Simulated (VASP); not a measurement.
# NaW (P6/mmm) in VASP: further runs

NaW is run at these levels: PBE; tasks: single point.

Program: VASP 6.6.1. These are calculated values, not measurements. Logs are shortened: lines on timing, memory, paths and dates and some standing lists are left out, and cuts for length are marked.

## (1) The cell of the first run

Symmetry: P6/mmm, No. 191, hexagonal system. Conventional cell: a = 2.760 Å, b = 2.760 Å, c = 5.929 Å, α = 90.00°, β = 90.00°, γ = 120.00°. Within 3.6 Å of Na (site symmetry 6/mmm) lie 6 Na at 2.76 Å and 2 W at 2.96 Å. Within 3.6 Å of W (site symmetry 6/mmm) lie 6 W at 2.76 Å and 2 Na at 2.96 Å.

The cell was generated, and may not be a known phase.

## (2) Single point, PBE

The input, INCAR:

```
  PREC = Accurate
  ENCUT = 520
  EDIFF = 1E-6
  ISMEAR = 0
  SIGMA = 0.1
  LREAL = False
  LASPH = True
  NELM = 100
  ALGO = Normal
  ISIF = 2
  LWAVE = False
  LCHARG = False
  GGA = PE
  NBANDS = 18
```

The input, KPOINTS:

```
Automatic mesh
0
Gamma
  6 6 4
```

The input, POSCAR:

```
NaW
1.0
    2.7596083811      0.0000000000      0.0000000000
   -1.3798041906      2.3898909625      0.0000000000
    0.0000000000      0.0000000000      5.9289688875
Na W
1 1
Direct
    0.0000000000      0.0000000000      0.5000000000
    0.0000000000      0.0000000000      0.0000000000
```

Potentials or basis: VASP PAW PBE potentials, release 64 (Na_pv, W_sv).

Started as:

```bash
> cat potpaw_PBE.64/Na_pv/POTCAR potpaw_PBE.64/W_sv/POTCAR > POTCAR
> mpirun -np 1 vasp_std > vasp.out
```

OUTCAR:

```text
PREC = Accurate
   ENCUT = 520
   EDIFF = 1E-6
   ISMEAR = 0
   LREAL = False
   LASPH = True
   NELM = 100
   ISIF = 2
   GGA = PE

 ion  position               nearest neighbor table
   1  0.000  0.000  0.500-   2 2.96   2 2.96
   2  0.000  0.000  0.000-   1 2.96   1 2.96

  LATTYP: Found a hexagonal cell.
 ALAT       =     2.7596083811
 C/A-ratio  =     2.1484819832

  Lattice vectors:

 A1 = (   2.7596083811,   0.0000000000,   0.0000000000)
 A2 = (  -1.3798041906,   2.3898909625,   0.0000000000)
 A3 = (   0.0000000000,   0.0000000000,   5.9289688875)

Analysis of symmetry for initial positions (statically):
=====================================================================
 Subroutine PRICEL returns:
 Original cell was already a primitive cell.

 Routine SETGRP: Setting up the symmetry group for a
 hexagonal supercell.

 Subroutine GETGRP returns: Found 24 space group operations
 (whereof 24 operations were pure point group operations)
 out of a pool of 24 trial point group operations.

The static configuration has the point symmetry D_6h.

Analysis of symmetry for dynamics (positions and initial velocities):
=====================================================================
 Subroutine PRICEL returns:
 Original cell was already a primitive cell.

 Routine SETGRP: Setting up the symmetry group for a
 hexagonal supercell.

 Subroutine GETGRP returns: Found 24 space group operations
 (whereof 24 operations were pure point group operations)
 out of a pool of 24 trial point group operations.

The dynamic configuration has the point symmetry D_6h.

 Subroutine INISYM returns: Found 24 space group operations
 (whereof 24 operations are pure point group operations),
 and found     1 'primitive' translations

----------------------------------------------------------------------------------------

                                     Primitive cell

  volume of cell :      39.1025

  direct lattice vectors                    reciprocal lattice vectors
     2.759608381  0.000000000  0.000000000     0.362370258  0.209214566  0.000000000
    -1.379804191  2.389890962  0.000000000     0.000000000  0.418429132  0.000000000
     0.000000000  0.000000000  5.928968887     0.000000000  0.000000000  0.168663391

  length of vectors
     2.759608381  2.759608381  5.928968887     0.418429132  0.418429132  0.168663391

  position of ions in fractional coordinates (direct lattice)
     0.000000000  0.000000000  0.500000000
     0.000000000  0.000000000  0.000000000

  ion indices of the primitive-cell ions
   primitive index   ion index
                 1           1
                 2           2

----------------------------------------------------------------------------------------

 KPOINTS: Automatic mesh

Automatic generation of k-mesh.
 Grid dimensions read from file:
 generate k-points for:    6    6    4

 Generating k-lattice:

  Cartesian coordinates                     Fractional coordinates (reciprocal lattice)
     0.060395043  0.034869094  0.000000000     0.166666667 -0.000000000  0.000000000
     0.000000000  0.069738189  0.000000000     0.000000000  0.166666667  0.000000000
     0.000000000  0.000000000  0.042165848     0.000000000  0.000000000  0.250000000

  Length of vectors
     0.069738189  0.069738189  0.042165848

  Shift w.r.t. Gamma in fractional coordinates (k-lattice)
     0.000000000  0.000000000  0.000000000

 Subroutine IBZKPT returns following result:
 ===========================================

 Found     21 irreducible k-points:

 Following reciprocal coordinates:
            Coordinates               Weight
  0.000000  0.000000  0.000000      1.000000
  0.166667  0.000000  0.000000      6.000000
  0.333333  0.000000  0.000000      6.000000
  0.500000  0.000000  0.000000      3.000000
  0.166667  0.166667  0.000000      6.000000
  0.333333  0.166667  0.000000     12.000000
[... 13 lines left out ...]
  0.333333  0.166667  0.500000     12.000000
  0.333333  0.333333  0.500000      2.000000
   k-points           NKPTS =     21   k-points in BZ     NKDIM =     21   number of bands    NBANDS=     18
   number of dos      NEDOS =    301   number of ions     NIONS =      2
   total plane-waves  NPLWV =  27648
   dimension x,y,z NGX =    24 NGY =   24 NGZ =   48
   dimension x,y,z NGXF=    48 NGYF=   48 NGZF=   96
   ions per type =               1   1
   NGX,Y,Z   is equivalent  to a cutoff of  14.46, 14.46, 13.46 a.u.
   NGXF,Y,Z  is equivalent  to a cutoff of  28.92, 28.92, 26.92 a.u.
 SYSTEM =  unknown system
   PREC   = accura    normal or accurate (medium, high low for compatibility)
   ISTART =      0    job   : 0-new  1-cont  2-samecut
   ICHARG =      2    charge: 1-file 2-atom 10-const
   ISPIN  =      1    spin polarized calculation?
   LNONCOLLINEAR =      F non collinear calculations
   LSORBIT =      F    spin-orbit coupling
   LASPH  =      T    aspherical Exc in radial PAW
   ENCUT  =  520.0 eV  38.22 Ry    6.18 a.u.   5.13  5.13 11.02*2*pi/ulx,y,z
   NELM   =    100;   NELMIN=  2; NELMDL= -5     # of ELM steps
   EDIFF  = 0.1E-05   stopping-criterion for ELM
   LREAL  =      F    real-space projection
   EDIFFG = 0.1E-04   stopping-criterion for IOM
   NSW    =      0    number of steps for IOM
   IBRION =     -1    ionic relax: 0-MD 1-quasi-New 2-CG
   NFREE  =      0    steps in history (QN), initial steepest desc. (CG)
   ISIF   =      2    stress and relaxation
   ISYM   =      2    0-nonsym 1-usesym 2-fastsym
   POTIM  = 0.5000    time-step for ionic-motion
   TEBEG  =    0.0;   TEEND  =   0.0 temperature during run
   PSTRESS=    0.0 pullay stress
   NELECT =      21.0000    total number of electrons
   NUPDOWN=      -1.0000    fix difference up-down
   EMIN   =  10.00;   EMAX   =-10.00  energy-range for DOS
   EFERMI =   0.00;   METHOD = LEGACY
   ISMEAR =     0;   SIGMA  =   0.10  broadening in eV -4-tet -1-fermi 0-gaus
   EFERMI_NEDOS =   21; number of points for ismear=-14 and -15
   IALGO  =     38    algorithm
   IMIX   =      4    mixing-type and parameters
     AMIX     =   0.40;   BMIX     =  1.00
     AMIX_MAG =   1.60;   BMIX_MAG =  1.00
  volume/ion in A,a.u.               =      19.55       131.94
  Fermi-wavevector in a.u.,A,eV,Ry     =   1.330699  2.514656 24.092635  1.770759
  Thomas-Fermi vector in A             =   2.459766
   LORBIT       =      0    0 simple, 1 ext, 2 COOP (PROOUT), +10 PAW based schemes
   GGA     = PE    functional components
   LHFCALC =     F    Hartree Fock is set to
   AEXX    =    0.0000 exact exchange contribution
   IVDW    =     0    specifies the selected vdW correction
   LEPSILON=     F    determine dielectric tensor
   LRPA    =     F    only Hartree local field effects (RPA)
 non-spin polarized calculation
 Gauss-broadening in eV      SIGMA  =   0.10
  energy-cutoff  :      520.00
  volume of cell :       39.10
 maximum number of plane-waves:      1068
 NGX is ok and might be reduce to    24
   NGX = 11   NGY = 11   NGZ = 23

 number of electron      20.9999996 magnetization

 Free energy of the ion-electron system (eV)
  ---------------------------------------------------
  ext. energy  EPLUGINS =         0.00000000
  ---------------------------------------------------
  free energy    TOTEN  =       -12.01631898 eV

  energy without entropy =      -12.00299988  energy(sigma->0) =      -12.00965943

 E-fermi :   5.7505     XC(G=0): -10.4168

 val. band max:        5.6702134803   @ k =   0.5000   0.0000   0.5000
 cond. band min:       5.7997754187   @ k =   0.3333   0.1667   0.0000
 fundamental gap:      0.1295619384
 Fermi energy:         5.7504699459

 k-point     1 :       0.0000    0.0000    0.0000
  band No.  band energies     occupation
      1     -68.5328      2.00000
      2     -32.9020      2.00000
      3     -32.0242      2.00000
      4     -32.0242      2.00000
      5     -19.4728      2.00000
      6     -19.4262      2.00000
[... 10 lines left out ...]
     17      19.7540      0.00000
     18      21.5765      0.00000

 k-point     2 :       0.1667    0.0000    0.0000
  band No.  band energies     occupation
      1     -68.5065      2.00000
      2     -32.8598      2.00000
      3     -32.3298      2.00000
      4     -32.0944      2.00000
      5     -19.5370      2.00000
      6     -19.4531      2.00000
[... 10 lines left out ...]
     17      18.6874      0.00000
     18      21.6417      0.00000

 k-point     3 :       0.3333    0.0000    0.0000
  band No.  band energies     occupation
      1     -68.4537      2.00000
      2     -32.9095      2.00000
      3     -32.7744      2.00000
      4     -32.2320      2.00000
      5     -19.7519      2.00000
      6     -19.4954      2.00000
[... 10 lines left out ...]
     17      16.5089      0.00000
     18      19.5402      0.00000

 k-point     4 :       0.5000    0.0000    0.0000
  band No.  band energies     occupation
      1     -68.4271      2.00000
      2     -33.1854      2.00000
      3     -32.7312      2.00000
      4     -32.2995      2.00000
      5     -19.8564      2.00000
      6     -19.5184      2.00000
[... 10 lines left out ...]
     17      14.1925      0.00000
     18      16.1511      0.00000

 k-point     5 :       0.1667    0.1667    0.0000
  band No.  band energies     occupation
      1     -68.4669      2.00000
      2     -32.7959      2.00000
      3     -32.7123      2.00000
      4     -32.2581      2.00000
      5     -19.6780      2.00000
      6     -19.5053      2.00000
[... 10 lines left out ...]
     17      18.3159      0.00000
     18      19.1256      0.00000

 k-point     6 :       0.3333    0.1667    0.0000
  band No.  band energies     occupation
      1     -68.4271      2.00000
      2     -33.0424      2.00000
      3     -32.7314      2.00000
      4     -32.4584      2.00000
      5     -19.8002      2.00000
      6     -19.5762      2.00000
[... 10 lines left out ...]
     17      15.3433      0.00000
     18      15.5841      0.00000

 k-point     7 :       0.3333    0.3333    0.0000
  band No.  band energies     occupation
      1     -68.4138      2.00000
      2     -32.8440      2.00000
      3     -32.8440      2.00000
      4     -32.7098      2.00000
      5     -19.7207      2.00000
      6     -19.7207      2.00000
[... 10 lines left out ...]
     17      15.7632      0.00000
     18      15.7632      0.00000

 k-point     8 :       0.0000    0.0000    0.2500
  band No.  band energies     occupation
      1     -68.5328      2.00000
      2     -32.9017      2.00000
      3     -32.0242      2.00000
      4     -32.0242      2.00000
      5     -19.4753      2.00000
      6     -19.4262      2.00000
[... 10 lines left out ...]
     17      19.7784      0.00000
     18      21.5717      0.00000
[... 166 lines left out ...]
     17      18.7785      0.00000
     18      21.3775      0.00000

 k-point    17 :       0.3333    0.0000    0.5000
  band No.  band energies     occupation
      1     -68.4537      2.00000
      2     -32.9095      2.00000
      3     -32.7739      2.00000
      4     -32.2320      2.00000
      5     -19.7520      2.00000
      6     -19.4955      2.00000
[... 10 lines left out ...]
     17      15.7739      0.00000
     18      17.2985      0.00000

 k-point    18 :       0.5000    0.0000    0.5000
  band No.  band energies     occupation
      1     -68.4271      2.00000
      2     -33.1854      2.00000
      3     -32.7308      2.00000
      4     -32.2995      2.00000
      5     -19.8566      2.00000
      6     -19.5184      2.00000
[... 10 lines left out ...]
     17      14.6887      0.00000
     18      16.2162      0.00000

 k-point    19 :       0.1667    0.1667    0.5000
  band No.  band energies     occupation
      1     -68.4669      2.00000
      2     -32.7954      2.00000
      3     -32.7123      2.00000
      4     -32.2581      2.00000
      5     -19.6781      2.00000
      6     -19.5054      2.00000
[... 10 lines left out ...]
     17      15.7010      0.00000
     18      19.2252      0.00000

 k-point    20 :       0.3333    0.1667    0.5000
  band No.  band energies     occupation
      1     -68.4271      2.00000
      2     -33.0424      2.00000
      3     -32.7309      2.00000
      4     -32.4584      2.00000
      5     -19.8004      2.00000
      6     -19.5762      2.00000
[... 10 lines left out ...]
     17      14.8592      0.00000
     18      16.1877      0.00000

 k-point    21 :       0.3333    0.3333    0.5000
  band No.  band energies     occupation
      1     -68.4138      2.00000
      2     -32.8440      2.00000
      3     -32.8440      2.00000
      4     -32.7093      2.00000
      5     -19.7208      2.00000
      6     -19.7208      2.00000
[... 10 lines left out ...]
     17      13.0874      0.00000
     18      13.0874      0.00000

------------------------ aborting loop because EDIFF is reached ----------------------------------------

  FORCE on cell =-STRESS in cart. coord.  units (eV):
  Direction    XX          YY          ZZ          XY          YZ          ZX
  --------------------------------------------------------------------------------------
  -------------------------------------------------------------------------------------
  Total        0.0541544      0.0541544     -0.0043483     -0.0000000      0.0000000     -0.0000000
  in kB        2.2189105      2.2189105     -0.1781677     -0.0000000      0.0000000     -0.0000000
  external PRESSURE =       1.4198844 kB  Pullay stress =       0.0000000 kB

 VOLUME and BASIS-vectors are now :
 -----------------------------------------------------------------------------
  energy-cutoff  :      520.00
  volume of cell :       39.10
      direct lattice vectors                 reciprocal lattice vectors
     2.759608381  0.000000000  0.000000000     0.362370258  0.209214566  0.000000000
    -1.379804191  2.389890962  0.000000000     0.000000000  0.418429132  0.000000000
     0.000000000  0.000000000  5.928968887     0.000000000  0.000000000  0.168663391

 POSITION                                       TOTAL-FORCE (eV/Angst)
 -----------------------------------------------------------------------------------
      0.00000      0.00000      2.96448         0.000000      0.000000      0.000000
      0.00000      0.00000      0.00000        -0.000000      0.000000      0.000000
 -----------------------------------------------------------------------------------
    total drift:                               -0.000000     -0.000000      0.000000

  FREE ENERGIE OF THE ION-ELECTRON SYSTEM (eV)
  ---------------------------------------------------
  free  energy   TOTEN  =       -12.0163189751 eV

  energy  without entropy=      -12.0029998827  energy(sigma->0) =      -12.00965943
```

It took 15 s on 1 thread of Oxide Virtual Turin-like, shared host; peak memory 0.14 GiB.

What came out:

| Item | Value |
| --- | --- |
| Free energy | -12.0163 eV |
| Pressure | 0.1 GPa |
| Band gap on the k mesh | zero (an odd number of electrons rules out a gap without spin polarisation) |

Stress tensor (GPa, compression positive):
```
 0.22  0.00  0.00
 0.00  0.22  0.00
 0.00  0.00 -0.02
```

Caveat: the k points lie up to 0.44 Å⁻¹ apart, too coarse for converged energies and pressures of a metal; spin-orbit coupling is left out, which moves the levels of the heavy elements.

## (3) Single point, PBE

This run uses another cell than the first one, of 20.71 Å³/atom.

The input, INCAR:

```
ALGO = Normal
EDIFF = 1E-7
ENCUT = 520
GGA = PE
ISIF = 2
ISMEAR = 0
LASPH = True
LCHARG = True
LELF = True
LREAL = False
LVHAR = True
LWAVE = False
NBANDS = 18
NELM = 60
PREC = Accurate
SIGMA = 0.1
```

The input, KPOINTS:

```
k-points
0
Gamma
  6 6 4
```

The input, POSCAR:

```
NaW
1.0
    2.6681049000      0.0000000000      0.0000000000
   -1.3340524500      2.3106466200      0.0000000000
    0.0000000000      0.0000000000      6.7170709700
Na W
1 1
Direct
    0.0000000000      0.0000000000      0.5000000000
    0.0000000000      0.0000000000      0.0000000000
```

Potentials or basis: VASP PAW PBE potentials, release 64 (Na_pv, W_sv).

Started as:

```bash
> cat potpaw_PBE.64/Na_pv/POTCAR potpaw_PBE.64/W_sv/POTCAR > POTCAR
> mpirun -np 1 vasp_std > vasp.out
```

Run time: 21 s. Hardware: 1 thread of Oxide Virtual Turin-like, shared host; peak memory 0.12 GiB.

Results (log left out):

* Free energy: -11.5623 eV
* Pressure: 4.6 GPa
* Band gap on the k mesh: zero (an odd number of electrons rules out a gap without spin polarisation)

Stress tensor (GPa, compression positive):
```
 14.82   0.00   0.00
  0.00  14.82   0.00
  0.00   0.00 -15.71
```

Levels at points of the mesh, in eV from the Fermi level:
```tsv
k point	band 7	band 8	band 9	band 10	band 11	band 12	band 13	band 14	band 15	band 16
(0.00, 0.00, 0.00)	-26.12	-7.83	-4.46	-2.02	-0.73	-0.73	-0.33	3.25	3.25	7.38
(0.50, 0.00, 0.00)	-26.07	-5.55	-3.59	-0.25	1.26	1.84	4.35	4.86	5.09	6.14
(0.00, 0.00, 0.50)	-26.12	-7.74	-4.25	-3.33	-0.73	-0.73	1.93	3.25	3.25	4.96
(0.50, 0.00, 0.50)	-26.08	-5.55	-3.62	-0.03	1.84	1.92	3.03	3.04	6.14	7.65
```

Caveat: the k points lie up to 0.45 Å⁻¹ apart, too coarse for converged energies and pressures of a metal; spin-orbit coupling is left out, which moves the levels of the heavy elements.

The gap in the log of VASP goes by the Fermi energy; the results here count the filled bands.